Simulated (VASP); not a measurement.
**BN: single point with PBEsol**

BN:

```
B N
1.0
     1.25112    0.72234    3.37293
    -1.25112    0.72234    3.37293
     0.00000   -1.44467    3.37293
B N
1 1
Direct
  0.99967 0.99967 0.99967
  0.23247 0.35963 0.40618
```

This cell differs from its parent crystal: all N atoms moved -0.225 Å, as atom 2 along Cartesian [1 1 0].

```yaml
Program: VASP 6.6.1
Task: single point
Functional: PBEsol
Potentials_or_basis: VASP PAW PBE potentials, release 64 (B, N)
Cutoff: 520 eV
k_mesh: 12 × 12 × 12
Occupations: gaussian, width 0.05 eV
Spin: no spin polarisation
Dipole_correction: no
Further_INCAR_settings: ALGO = Normal; EDIFF = 1e-06; NBANDS = 11
```

```yaml
Pressure: 16.9 GPa
Largest_force: 7.582 eV/Å
Band_gap_on_the_k_mesh: 2.07 eV, indirect (least direct gap 3.75 eV)
```

Forces in eV/Å, atoms in the order of the input:
```
B   -3.283 -6.835  0.002
N    3.283  6.835 -0.002
```

Stress tensor (GPa, compression positive):
```
  3.68 -14.40   0.05
-14.40  46.76  -0.04
  0.05  -0.04   0.33
```

Levels at points of the mesh, in eV from the valence-band top:
| k point | band 1 | band 2 | band 3 | band 4 | band 5 | band 6 | band 7 | band 8 |
| --- | --- | --- | --- | --- | --- | --- | --- | --- |
| (0.00, 0.00, 0.00) | -18.93 | -5.50 | -4.96 | 0.00 | 3.75 | 7.72 | 12.21 | 13.19 |
| (0.50, 0.00, 0.00) | -15.54 | -9.65 | -6.69 | -2.66 | 5.79 | 8.47 | 11.80 | 13.77 |
| (0.00, 0.50, 0.00) | -16.01 | -10.28 | -4.26 | -1.75 | 3.70 | 7.14 | 11.51 | 13.46 |
| (0.00, 0.00, 0.50) | -16.11 | -10.34 | -4.12 | -1.43 | 3.12 | 8.04 | 11.35 | 13.46 |
| (0.50, 0.50, 0.00) | -16.05 | -10.21 | -4.17 | -1.96 | 2.07 | 7.96 | 12.93 | 15.88 |
| (0.50, 0.00, 0.50) | -15.94 | -10.16 | -4.30 | -2.31 | 2.67 | 7.06 | 12.93 | 16.12 |
| (0.00, 0.50, 0.50) | -15.47 | -9.53 | -6.73 | -3.23 | 4.69 | 8.44 | 12.58 | 15.96 |
| (0.50, 0.50, 0.50) | -18.67 | -7.46 | -4.97 | -0.01 | 7.42 | 8.82 | 11.17 | 14.31 |

Run time: 2.9 min on 1 thread of Intel(R) Xeon(R) 6975P-C (Granite Rapids) (shared host), peak memory 0.29 GiB.

Caveat: the cell differs from its parent crystal (all N atoms moved -0.225 Å, as atom 2 along Cartesian [1 1 0]); the PAW data sets were made with another functional, which shifts forces and pressure a little. A k mesh can miss the band edges.
